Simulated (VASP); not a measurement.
A run of VASP 6.6.1:

INCAR

```
PREC = Accurate ; ENCUT = 520
EDIFF = 1E-7 ; ISMEAR = -1
SIGMA = 0.02 ; LREAL = False
LASPH = True ; NELM = 80
ALGO = Normal ; ISIF = 2
LWAVE = False ; LCHARG = False
GGA = PE ; NBANDS = 14
```

KPOINTS

```
regular mesh
0
Gamma
  6 6 6
```

File POSCAR:

```
NaI
1.0
    4.0347362004     -0.0656002985     -0.0656002985
   -0.0656002985      4.0347362004     -0.0656002985
   -0.0656002985     -0.0656002985      4.0347362004
Na I
1 1
Direct
    0.0000000000      0.0000000000      0.0000000000
    0.5000000000      0.5000000000      0.5000000000
```

Potentials or basis: VASP PAW PBE potentials, release 64 (Na_pv, I).

Run with:

```sh
$ cat potpaw_PBE.64/Na_pv/POTCAR potpaw_PBE.64/I/POTCAR > POTCAR
$ mpirun -np 1 vasp_std > vasp.out
```

Hardware: 1 thread of Oxide Virtual Turin-like Processor, on a shared host.

Task: How long does it take, and how much memory?

Result: It took 34 s on 1 thread of Oxide Virtual Turin-like Processor (shared host), peak memory 0.15 GiB. Counts: scf iterations 13, k points 32.
